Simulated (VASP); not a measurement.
# HfO2 (Fm-3m) in VASP: electric field gradients with PBE

Aim: the electric field gradients of HfO2 with PBE.

Everything below comes from runs of VASP 6.6.1. Logs are shortened: lines on timing, memory, paths and dates and some standing lists are left out, and cuts for length are marked.

**1. The cell of the first run**

Symmetry: Fm-3m, No. 225, cubic system. Conventional cell: a = 5.098 Å, b = 5.098 Å, c = 5.098 Å, α = 90.00°, β = 90.00°, γ = 90.00°. Within 2.9 Å of Hf (site symmetry m-3m) lie 8 O at 2.21 Å. Within 2.9 Å of O (site symmetry -43m) lie 4 Hf at 2.21 Å and 6 O at 2.55 Å.

**2. Electric field gradients, PBE**

The input, INCAR:

```
SYSTEM = HfO2
PREC = Accurate
ENCUT = 520
EDIFF = 1E-8
ISMEAR = -1
SIGMA = 0.02
LREAL = .FALSE.
LASPH = .TRUE.
NELM = 60
ALGO = Normal
ISIF = 2
LWAVE = .FALSE.
LCHARG = .FALSE.
GGA = PE
LEFG = .TRUE.
NBANDS = 18
```

The input, KPOINTS:

```
regular mesh
0
G
  9 9 9
  0 0 0
```

The input, POSCAR:

```
HfO2
1.0
    0.0000000000      2.5488082158      2.5488082158
    2.5488082158      0.0000000000      2.5488082158
    2.5488082158      2.5488082158      0.0000000000
Hf O
1 2
Direct
    0.0000000000      0.0000000000      0.0000000000
    0.2500000000      0.2500000000      0.2500000000
    0.7500000000      0.7500000000      0.7500000000
```

Potentials or basis: VASP PAW PBE potentials, release 64 (Hf_pv, O).

Launch:

```sh
cat potpaw_PBE.64/Hf_pv/POTCAR potpaw_PBE.64/O/POTCAR > POTCAR
mpirun -np 1 vasp_std > vasp.out
```

OUTCAR:

```text
SYSTEM = HfO2
   PREC = Accurate
   ENCUT = 520
   EDIFF = 1E-8
   ISMEAR = -1
   LREAL = .FALSE.
   LASPH = .TRUE.
   NELM = 60
   ISIF = 2
   GGA = PE

 ion  position               nearest neighbor table
   1  0.000  0.000  0.000-   2 2.21   3 2.21   3 2.21   3 2.21   3 2.21   2 2.21   2 2.21   2 2.21

   2  0.250  0.250  0.250-   1 2.21   1 2.21   1 2.21   1 2.21
   3  0.750  0.750  0.750-   1 2.21   1 2.21   1 2.21   1 2.21

  LATTYP: Found a face centered cubic cell.
 ALAT       =     5.0976164316

  Lattice vectors:

 A1 = (   0.0000000000,   2.5488082158,   2.5488082158)
 A2 = (   2.5488082158,   0.0000000000,   2.5488082158)
 A3 = (   2.5488082158,   2.5488082158,   0.0000000000)

Analysis of symmetry for initial positions (statically):
=====================================================================
 Subroutine PRICEL returns:
 Original cell was already a primitive cell.

 Routine SETGRP: Setting up the symmetry group for a
 face centered cubic supercell.

 Subroutine GETGRP returns: Found 48 space group operations
 (whereof 48 operations were pure point group operations)
 out of a pool of 48 trial point group operations.

The static configuration has the point symmetry O_h .

Analysis of symmetry for dynamics (positions and initial velocities):
=====================================================================
 Subroutine PRICEL returns:
 Original cell was already a primitive cell.

 Routine SETGRP: Setting up the symmetry group for a
 face centered cubic supercell.

 Subroutine GETGRP returns: Found 48 space group operations
 (whereof 48 operations were pure point group operations)
 out of a pool of 48 trial point group operations.

The dynamic configuration has the point symmetry O_h .

 Subroutine INISYM returns: Found 48 space group operations
 (whereof 48 operations are pure point group operations),
 and found     1 'primitive' translations

----------------------------------------------------------------------------------------

                                     Primitive cell

  volume of cell :      33.1163

  direct lattice vectors                    reciprocal lattice vectors
[... 123 lines left out ...]
 maximum number of plane-waves:       908
   NGX = 13   NGY = 13   NGZ = 13

 number of electron      21.9999992 magnetization

 Free energy of the ion-electron system (eV)
  ---------------------------------------------------
  ext. energy  EPLUGINS =         0.00000000
  ---------------------------------------------------
  free energy    TOTEN  =       -30.24337430 eV

  energy without entropy =      -30.24337430  energy(sigma->0) =      -30.24337430

 E-fermi :   4.5724     XC(G=0): -11.7515

 val. band max:        4.0901710167   @ k =  -0.4444   0.4444   0.0000
 cond. band min:       7.9552486575   @ k =   0.4444   0.4444   0.0000
 fundamental gap:      3.8650776408
 Fermi energy:         4.5724209167

 k-point     1 :       0.0000    0.0000    0.0000
  band No.  band energies     occupation
      1     -25.6223      2.00000
      2     -25.6223      2.00000
      3     -25.6223      2.00000
      4     -14.4906      2.00000
      5     -11.5384      2.00000
      6      -1.1026      2.00000
[... 481 lines left out ...]
      5     -12.4912      2.00000
      6      -2.0878      2.00000
[... 10 lines left out ...]
     17      16.0213      0.00000
     18      17.5102      0.00000

 [... further k-points ...]
[... 5 lines left out ...]
  --------------------------------------------------------------------------------------
  -------------------------------------------------------------------------------------
  Total       -0.7510845     -0.7510845     -0.7510845     -0.0000000      0.0000000     -0.0000000
  in kB      -36.3377385    -36.3377385    -36.3377385     -0.0000000      0.0000000     -0.0000000
  external PRESSURE =     -36.3377385 kB  Pullay stress =       0.0000000 kB

 VOLUME and BASIS-vectors are now :
 -----------------------------------------------------------------------------
  energy-cutoff  :      520.00
  volume of cell :       33.12
      direct lattice vectors                 reciprocal lattice vectors
     0.000000000  2.548808216  2.548808216    -0.196170115  0.196170115  0.196170115
     2.548808216  0.000000000  2.548808216     0.196170115 -0.196170115  0.196170115
     2.548808216  2.548808216  0.000000000     0.196170115  0.196170115 -0.196170115

 POSITION                                       TOTAL-FORCE (eV/Angst)
 -----------------------------------------------------------------------------------
      0.00000      0.00000      0.00000         0.000000      0.000000      0.000000
      1.27440      1.27440      1.27440         0.000000      0.000000      0.000000
      3.82321      3.82321      3.82321        -0.000000     -0.000000     -0.000000
 -----------------------------------------------------------------------------------
    total drift:                                0.000000      0.000000      0.000000

  FREE ENERGIE OF THE ION-ELECTRON SYSTEM (eV)
  ---------------------------------------------------
  free  energy   TOTEN  =       -30.2433743023 eV

  energy  without entropy=      -30.2433743023  energy(sigma->0) =      -30.24337430

 Electric field gradients (V/A^2)
---------------------------------------------------------------------
 ion       V_xx      V_yy      V_zz      V_xy      V_xz      V_yz
---------------------------------------------------------------------
   1       0.000     0.000    -0.000     0.000     0.000     0.000
   2      -0.000    -0.000     0.000    -0.001    -0.001    -0.001
   3      -0.000    -0.000     0.000    -0.001    -0.001    -0.001
---------------------------------------------------------------------

 Electric field gradients after diagonalization (V/A^2)
 (convention: |V_zz| > |V_xx| > |V_yy|)
----------------------------------------------------------------------
 ion       V_xx      V_yy      V_zz     asymmetry (V_yy - V_xx)/ V_zz
----------------------------------------------------------------------
   1      -0.000    -0.000     0.000       0.000
   2       0.001     0.001    -0.003       0.000
   3       0.001     0.001    -0.003       0.000
----------------------------------------------------------------------

           NMR quadrupolar parameters

 Cq : quadrupolar parameter    Cq=e*Q*V_zz/h
 eta: asymmetry parameters     (V_yy - V_xx)/ V_zz
 Q  : nuclear electric quadrupole moment in mb (millibarn)
----------------------------------------------------------------------
 ion       Cq(MHz)       eta       Q (mb)
----------------------------------------------------------------------
   1       0.000       0.000       1.000
   2      -0.000       0.000       1.000
   3      -0.000       0.000       1.000
----------------------------------------------------------------------
```

OSZICAR:

```text
N       E                     dE             d eps       ncg     rms          rms(c)
DAV:   1     0.915504658999E+02    0.91550E+02   -0.12651E+04  1260   0.121E+03
DAV:   2    -0.320704858423E+02   -0.12362E+03   -0.12054E+03  1652   0.285E+02
DAV:   3    -0.360295006495E+02   -0.39590E+01   -0.39408E+01  1430   0.456E+01
DAV:   4    -0.360520357786E+02   -0.22535E-01   -0.22530E-01  1534   0.386E+00
DAV:   5    -0.360521898496E+02   -0.15407E-03   -0.15407E-03  1422   0.292E-01    0.463E+01
DAV:   6    -0.303853744719E+02    0.56668E+01   -0.20520E+01  1290   0.322E+01    0.406E+01
DAV:   7    -0.302838157418E+02    0.10156E+00   -0.67125E-01  1424   0.676E+00    0.287E+01
DAV:   8    -0.302678129630E+02    0.16003E-01   -0.32231E-01  1368   0.515E+00    0.994E+00
DAV:   9    -0.302430386377E+02    0.24774E-01   -0.71833E-02  1336   0.229E+00    0.269E+00
DAV:  10    -0.302433224815E+02   -0.28384E-03   -0.33838E-03  1368   0.443E-01    0.157E-01
DAV:  11    -0.302433592145E+02   -0.36733E-04   -0.18214E-04  1464   0.114E-01    0.220E-01
DAV:  12    -0.302433731695E+02   -0.13955E-04   -0.39421E-05  1386   0.419E-02    0.113E-02
DAV:  13    -0.302433741083E+02   -0.93887E-06   -0.14230E-06  1468   0.888E-03    0.246E-03
DAV:  14    -0.302433743445E+02   -0.23614E-06   -0.20824E-07  1368   0.303E-03    0.320E-03
DAV:  15    -0.302433743115E+02    0.32948E-07   -0.78151E-09  1310   0.577E-04    0.371E-04
DAV:  16    -0.302433743023E+02    0.91904E-08   -0.75840E-10   820   0.213E-04
   1 F= -.30243374E+02 E0= -.30243374E+02  d E =-.558106E-12
```

Run time: 23 s. Hardware: 1 thread of Intel Xeon Platinum 8488C (Sapphire Rapids), shared host; peak memory 0.16 GiB.

What came out:

- Free energy: -30.2434 eV
- Pressure: -3.6 GPa
- Band gap on the k mesh: 3.87 eV, indirect (least direct gap 3.98 eV)

Levels at points of the mesh, in eV from the valence-band top:
```csv
k point,band 7,band 8,band 9,band 10,band 11,band 12,band 13,band 14,band 15,band 16
"(0.00, 0.00, 0.00)",-5.19,-5.19,-0.55,-0.55,-0.55,3.89,3.89,5.76,10.27,10.27
```

Caveat: without QUAD_EFG the Cq values of the log hold for a quadrupole moment of 1 mb, not for the nuclei; spin-orbit coupling is left out, which moves the levels of the heavy elements.
